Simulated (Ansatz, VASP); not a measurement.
## One calculation of SnO2, two programs

Contents of INCAR:

```
SYSTEM = SnO2
ALGO = Normal
EDIFF = 1E-6
ENCUT = 520
GGA = PE
ISIF = 2
ISMEAR = 0
LASPH = .True.
LCHARG = .False.
LREAL = .False.
LWAVE = .False.
NBANDS = 35
NELM = 60
PREC = Accurate
SIGMA = 0.05
```

KPOINTS

```
k-points
0
Gamma
  10 10 10
  0 0 0
```

Contents of POSCAR:

```
SnO2
1.0
   -2.0262505044      2.0262505044      5.1806864801
    2.0262505044     -2.0262505044      5.1806864801
    2.0262505044      2.0262505044     -5.1806864801
Sn O
2 4
Direct
    0.7500000000      0.2500000000      0.5000000000
    0.0000000000      0.0000000000      0.0000000000
    0.7692909844      0.7692909844      0.0000000000
    0.9524019562      0.4524019562      0.5000000000
    0.2024019562      0.2024019562      0.0000000000
    0.5475980438      0.0475980438      0.5000000000
```

Input for Ansatz:

```yaml
crystal:
  lattice:
    - [-2.0262505044, 2.0262505044, 5.1806864801]
    - [2.0262505044, -2.0262505044, 5.1806864801]
    - [2.0262505044, 2.0262505044, -5.1806864801]
  atoms:
    - { symbol: Sn, position: [0.75, 0.25, 0.5] }
    - { symbol: Sn, position: [0.0, 0.0, 0.0] }
    - { symbol: O, position: [0.7692909844, 0.7692909844, 0.0] }
    - { symbol: O, position: [0.9524019562, 0.4524019562, 0.5] }
    - { symbol: O, position: [0.2024019562, 0.2024019562, 0.0] }
    - { symbol: O, position: [0.5475980438, 0.0475980438, 0.5] }
basis:
  ecutwfc: 420
kpoints:
  mp_grid: { grid: [10, 10, 10] }
hamiltonian:
  xc: pbe
  pseudopotentials: { kind: paw, azcp: { folder: soft_1 } }
scf:
  occupations: { method: gaussian, width: 0.05 }
output:
  forces: true
  stress: true
  eigenvalues: true
```

Alike in both runs: task single point; functional PBE; k mesh 10 × 10 × 10; occupations gaussian, width 0.05 eV; no spin polarisation.

|  | VASP | Ansatz |
| --- | --- | --- |
| version | VASP 6.6.1 | Ansatz 0.2.0 |
| potentials or method | VASP PAW PBE potentials, release 64 (Sn_d, O), cutoff 520 eV | scalar-relativistic, plane waves, PAW |
| valence electrons in the cell | 52 | 52 |

```csv
,VASP,Ansatz,Ansatz less VASP
gap on the k mesh at the Fermi level (eV),0.68,0.70,+0.017
least direct gap on the mesh (eV),1.25,1.26,+0.009
pressure (GPa),-0.8,-1.4,-0.53
"traceless stress, the component that is largest in VASP (GPa)",-2.85,-2.90,-0.048
rms of the force components (eV/Å),0.575,0.571,-0.0035
```

Atom by atom the forces differ by 0.016 eV/Å (rms over components).
